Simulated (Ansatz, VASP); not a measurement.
**One calculation of LiGa, two programs**

```
Li Ga
1.0
    -0.06169    3.05366    3.05366
     3.05366   -0.06169    3.05366
     3.05366    3.05366   -0.06169
Li Ga
2 2
Direct
  0.00000 0.00000 0.00000
  0.25000 0.25000 0.25000
  0.50000 0.50000 0.50000
  0.75000 0.75000 0.75000
```

Change from the starting cell: equal xy, yz and zx shear strains of -2 %.

Alike in both runs: task single point; functional PBEsol; k mesh 12 × 12 × 12; occupations fermi-dirac, width 0.05 eV; no spin polarisation.

```csv
,VASP,Ansatz
version,VASP 6.6.1,Ansatz 0.2.0
potentials or method,"VASP PAW PBE potentials, release 64 (Li_sv, Ga_d), cutoff 520 eV","all-electron LAPW, scalar-relativistic"
```

|  | VASP | Ansatz | Ansatz less VASP |
| --- | --- | --- | --- |
| rms of the force components (eV/Å) | 0.013 | 0.012 | -0.0005 |

VASP's potentials were made for PBE, not for PBEsol. Atom by atom the forces differ by 0.000 eV/Å (rms over components). Ansatz ran all-electron here, and VASP with PAW potentials.

Noted on VASP's run: the cutoff is under 1.25 times that of the potentials, so the pressure is a little rough.
